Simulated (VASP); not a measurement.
# Cu (P2/m) in VASP: notebook

Cu is run at these levels: PBEsol+D4; tasks: single point.

All numbers are computed with VASP 6.6.1; they aren't measurements. Logs are shortened: lines on timing, memory, paths and dates and some standing lists are left out, and cuts for length are marked.

### Step 1. The cell of the first run

Symmetry: P2/m, No. 10, monoclinic system. The conventional cell has a = 11.570 Å, b = 2.238 Å, c = 22.224 Å, α = 90.00°, β = 101.93°, γ = 90.00°. Within 3.0 Å of Cu (site symmetry 2/m) lie 2 Cu at 2.24 Å.

### Step 2. Single point, PBEsol+D4

Contents of INCAR:

```
SYSTEM = Cu
PREC = Accurate ; ENCUT = 520
EDIFF = 1E-6 ; ISMEAR = 1
SIGMA = 0.1 ; LREAL = .False.
LASPH = .True. ; NELM = 60
ALGO = Normal ; ISIF = 2
LWAVE = .False. ; LCHARG = .False.
GGA = PS ; IVDW = 13
NBANDS = 12
```

Contents of KPOINTS:

```
Automatic mesh
0
Gamma
  1 3 1
  0 0 0
```

Contents of POSCAR:

```
Cu
1.0
   11.5702539500      0.0000000000      0.0000000000
    0.0000000000      2.2382121000      0.0000000000
   -4.5956239400      0.0000000000     21.7433883500
Cu
1
Direct
    0.5000000000      0.5000000000      0.5000000000
```

Potentials or basis: VASP PAW PBE potentials, release 64 (Cu).

The run is started by

```console
$ cat potpaw_PBE.64/Cu/POTCAR > POTCAR
$ mpirun -np 1 vasp_std > vasp.out
```

OUTCAR:

```text
SYSTEM = Cu
   PREC = Accurate
   ENCUT = 520
   EDIFF = 1E-6
   ISMEAR = 1
   LREAL = .False.
   LASPH = .True.
   NELM = 60
   ISIF = 2
   GGA = PS
   IVDW = 13

 ion  position               nearest neighbor table
   1  0.500  0.500  0.500-

  LATTYP: Found a simple monoclinic cell.
 ALAT       =    11.5702539500
 B/A-ratio  =     0.1934453738
 C/A-ratio  =     1.9207652505
 COS(beta)  =    -0.2067889375

  Lattice vectors:

 A1 = (  11.5702539500,   0.0000000000,   0.0000000000)
 A2 = (   0.0000000000,   2.2382121000,   0.0000000000)
 A3 = (  -4.5956239400,   0.0000000000,  21.7433883500)

Analysis of symmetry for initial positions (statically):
=====================================================================
 Subroutine PRICEL returns:
 Original cell was already a primitive cell.

 Routine SETGRP: Setting up the symmetry group for a
 simple monoclinic supercell.

 Subroutine GETGRP returns: Found  4 space group operations
 (whereof  4 operations were pure point group operations)
 out of a pool of  4 trial point group operations.

The static configuration has the point symmetry C_2h.

Analysis of symmetry for dynamics (positions and initial velocities):
=====================================================================
 Subroutine PRICEL returns:
 Original cell was already a primitive cell.

 Routine SETGRP: Setting up the symmetry group for a
 simple monoclinic supercell.

 Subroutine GETGRP returns: Found  4 space group operations
 (whereof  4 operations were pure point group operations)
 out of a pool of  4 trial point group operations.

The dynamic configuration has the point symmetry C_2h.

 Subroutine INISYM returns: Found  4 space group operations
 (whereof  4 operations are pure point group operations),
 and found     1 'primitive' translations

----------------------------------------------------------------------------------------

                                     Primitive cell

  volume of cell :     563.0816

  direct lattice vectors                    reciprocal lattice vectors
    11.570253950  0.000000000  0.000000000     0.086428526  0.000000000  0.018267300
     0.000000000  2.238212100  0.000000000     0.000000000  0.446785182  0.000000000
    -4.595623940  0.000000000 21.743388350     0.000000000  0.000000000  0.045990992

  length of vectors
    11.570253950  2.238212100 22.223741727     0.088337899  0.446785182  0.045990992

  position of ions in fractional coordinates (direct lattice)
     0.500000000  0.500000000  0.500000000

  ion indices of the primitive-cell ions
   primitive index   ion index
                 1           1

----------------------------------------------------------------------------------------

 KPOINTS: Automatic mesh

Automatic generation of k-mesh.
 Grid dimensions read from file:
 generate k-points for:    1    3    1

 Generating k-lattice:

  Cartesian coordinates                     Fractional coordinates (reciprocal lattice)
     0.086428526  0.000000000  0.018267300     1.000000000  0.000000000 -0.000000000
     0.000000000  0.148928394  0.000000000     0.000000000  0.333333333  0.000000000
     0.000000000  0.000000000  0.045990992     0.000000000  0.000000000  1.000000000

  Length of vectors
     0.088337899  0.148928394  0.045990992

  Shift w.r.t. Gamma in fractional coordinates (k-lattice)
     0.000000000  0.000000000  0.000000000

 Subroutine IBZKPT returns following result:
 ===========================================

 Found      2 irreducible k-points:

 Following reciprocal coordinates:
            Coordinates               Weight
  0.000000  0.000000  0.000000      1.000000
  0.000000  0.333333  0.000000      2.000000
   k-points           NKPTS =      2   k-points in BZ     NKDIM =      2   number of bands    NBANDS=     12
   number of dos      NEDOS =    301   number of ions     NIONS =      1
   total plane-waves  NPLWV = 272160
   dimension x,y,z NGX =    90 NGY =   18 NGZ =  168
   dimension x,y,z NGXF=   180 NGYF=   36 NGZF=  336
   ions per type =               1
   NGX,Y,Z   is equivalent  to a cutoff of  12.93, 13.37, 12.57 a.u.
   NGXF,Y,Z  is equivalent  to a cutoff of  25.86, 26.74, 25.13 a.u.
 SYSTEM =  Cu
   PREC   = accura    normal or accurate (medium, high low for compatibility)
   ISTART =      0    job   : 0-new  1-cont  2-samecut
   ICHARG =      2    charge: 1-file 2-atom 10-const
   ISPIN  =      1    spin polarized calculation?
   LNONCOLLINEAR =      F non collinear calculations
   LSORBIT =      F    spin-orbit coupling
   LASPH  =      T    aspherical Exc in radial PAW
   ENCUT  =  520.0 eV  38.22 Ry    6.18 a.u.  21.51  4.16 41.32*2*pi/ulx,y,z
   NELM   =     60;   NELMIN=  2; NELMDL= -5     # of ELM steps
   EDIFF  = 0.1E-05   stopping-criterion for ELM
   LREAL  =      F    real-space projection
   EDIFFG = 0.1E-04   stopping-criterion for IOM
   NSW    =      0    number of steps for IOM
   IBRION =     -1    ionic relax: 0-MD 1-quasi-New 2-CG
   NFREE  =      0    steps in history (QN), initial steepest desc. (CG)
   ISIF   =      2    stress and relaxation
   ISYM   =      2    0-nonsym 1-usesym 2-fastsym
   POTIM  = 0.5000    time-step for ionic-motion
   TEBEG  =    0.0;   TEEND  =   0.0 temperature during run
   PSTRESS=    0.0 pullay stress
   NELECT =      11.0000    total number of electrons
   NUPDOWN=      -1.0000    fix difference up-down
   EMIN   =  10.00;   EMAX   =-10.00  energy-range for DOS
   EFERMI =   0.00;   METHOD = LEGACY
   ISMEAR =     1;   SIGMA  =   0.10  broadening in eV -4-tet -1-fermi 0-gaus
   EFERMI_NEDOS =   21; number of points for ismear=-14 and -15
   IALGO  =     38    algorithm
   IMIX   =      4    mixing-type and parameters
     AMIX     =   0.40;   BMIX     =  1.00
     AMIX_MAG =   1.60;   BMIX_MAG =  1.00
  volume/ion in A,a.u.               =     563.08      3799.86
  Fermi-wavevector in a.u.,A,eV,Ry     =   0.440909  0.833197  2.644978  0.194400
  Thomas-Fermi vector in A             =   1.415886
   LORBIT       =      0    0 simple, 1 ext, 2 COOP (PROOUT), +10 PAW based schemes
   GGA     = PS    functional components
   LHFCALC =     F    Hartree Fock is set to
   AEXX    =    0.0000 exact exchange contribution
   IVDW    =    13    specifies the selected vdW correction
   LEPSILON=     F    determine dielectric tensor
   LRPA    =     F    only Hartree local field effects (RPA)
 non-spin polarized calculation
 Methfessel and Paxton  Order N= 1 SIGMA  =   0.10
  energy-cutoff  :      520.00
  volume of cell :      563.08
 maximum number of plane-waves:     15216
 NGX is ok and might be reduce to    90
   NGX = 43   NGY =  9   NGZ = 83

 number of electron      11.0000002 magnetization

 Free energy of the ion-electron system (eV)
  ---------------------------------------------------
  ext. energy  EPLUGINS =         0.00000000
  ---------------------------------------------------
  free energy    TOTEN  =        -1.29819444 eV

  energy without entropy =       -1.28444063  energy(sigma->0) =       -1.29360983

 E-fermi :  -3.8283     XC(G=0):  -0.7511

 val. band max:       -4.4476260461   @ k =   0.0000   0.0000   0.0000
 cond. band min:      -3.7971395939   @ k =   0.0000   0.3333   0.0000
 fundamental gap:      0.6504864522
 Fermi energy:        -3.8282938917

 k-point     1 :       0.0000    0.0000    0.0000
  band No.  band energies     occupation
      1      -8.1690      2.00000
      2      -5.8256      2.00000
      3      -5.4914      2.00000
      4      -5.4914      2.00000
      5      -4.4476      2.00000
      6      -4.4476      2.00000
      7      -2.0294     -0.00000
      8      -2.0216     -0.00000
      9       0.0245      0.00000
     10       0.4207      0.00000
     11       0.5062      0.00000
     12       0.9619      0.00000

 k-point     2 :       0.0000    0.3333    0.0000
  band No.  band energies     occupation
      1      -6.0166      2.00000
      2      -6.0166      2.00000
      3      -5.1515      2.00000
      4      -5.1515      2.00000
      5      -5.0686      2.00000
      6      -3.7971      0.50000
      7       1.8129      0.00000
      8       1.8286      0.00000
      9       3.3035      0.00000
     10       3.7400      0.00000
     11       3.8811      0.00000
     12       4.2651      0.00000

------------------------ aborting loop because EDIFF is reached ----------------------------------------

  DFT-D4 for vdW energy calculation

  Edisp (eV):   -0.01877

  FORCE on cell =-STRESS in cart. coord.  units (eV):
  Direction    XX          YY          ZZ          XY          YZ          ZX
  --------------------------------------------------------------------------------------
  -------------------------------------------------------------------------------------
  Total      -0.00987     2.22568    -0.00528     0.00000     0.00000    -0.00053
  in kB      -0.02808     6.33290    -0.01503     0.00000     0.00000    -0.00150
  external pressure =        2.10 kB  Pullay stress =        0.00 kB

 VOLUME and BASIS-vectors are now :
 -----------------------------------------------------------------------------
  energy-cutoff  :      520.00
  volume of cell :      563.08
      direct lattice vectors                 reciprocal lattice vectors
    11.570253950  0.000000000  0.000000000     0.086428526  0.000000000  0.018267300
     0.000000000  2.238212100  0.000000000     0.000000000  0.446785182  0.000000000
    -4.595623940  0.000000000 21.743388350     0.000000000  0.000000000  0.045990992

 POSITION                                       TOTAL-FORCE (eV/Angst)
 -----------------------------------------------------------------------------------
      3.48732      1.11911     10.87169         0.000000      0.000000      0.000000
 -----------------------------------------------------------------------------------
    total drift:                                0.000000     -0.000000     -0.000000

  FREE ENERGIE OF THE ION-ELECTRON SYSTEM (eV)
  ---------------------------------------------------
  free  energy   TOTEN  =        -1.3169614590 eV

  energy  without entropy=       -1.3032076485  energy(sigma->0) =       -1.31237686
```

It took 46 s on 1 thread of Intel Xeon 8259CL, shared host; peak memory 0.54 GiB.

What came out:

```
Free energy                : -1.3170 eV
Pressure                   : 0.2 GPa
Band gap on the k mesh     : zero (an odd number of electrons rules out a gap without spin polarisation)
Dispersion energy per atom : -0.019 eV
```

Caveat: the k points lie up to 0.94 Å⁻¹ apart, too coarse for converged energies and pressures of a metal; the PAW data sets were made with another functional, which shifts forces and pressure a little.

### Step 3. Single point, PBEsol+D4

Contents of INCAR:

```
ALGO     = Normal         # electronic algorithm
EDIFF    = 1E-6           # SCF threshold, eV
ENCUT    = 520            # plane-wave cutoff, eV
GGA      = PS             # functional
ISIF     = 2              # what is computed and relaxed
ISMEAR   = 1              # smearing method
IVDW     = 13             # dispersion correction
LASPH    = True           # aspherical terms in the spheres
LCHARG   = False          # write CHGCAR
LREAL    = False          # projectors in reciprocal space
LWAVE    = False          # write WAVECAR
NBANDS   = 12             # bands
NELM     = 80             # most SCF steps
PREC     = Accurate       # precision mode
SIGMA    = 0.1            # smearing width, eV
```

Contents of KPOINTS:

```
k-points
0
Gamma
  1 5 1
```

POSCAR is that of step 2.

Potentials or basis: VASP PAW PBE potentials, release 64 (Cu).

The run is started by

```console
$ cat potpaw_PBE.64/Cu/POTCAR > POTCAR
$ mpirun -np 1 vasp_std > vasp.out
```

Run time: 90 s. Hardware: 1 thread of Intel Xeon 8259CL, shared host; peak memory 0.54 GiB.

It converged, with:

```
Free energy                : -2.0108 eV
Pressure                   : 0.0 GPa
Band gap on the k mesh     : zero (an odd number of electrons rules out a gap without spin polarisation)
Dispersion energy per atom : -0.019 eV
```

Levels at points of the mesh, in eV from the Fermi level:
```
           k point  band 4  band 5  band 6  band 7  band 8  band 9
(0.00, 0.00, 0.00)   -0.81   -0.03   -0.03    3.42    3.43    5.64
```

Caveat: the k points lie up to 0.56 Å⁻¹ apart, too coarse for converged energies and pressures of a metal; the PAW data sets were made with another functional, which shifts forces and pressure a little.

[end of part 1 of 2]
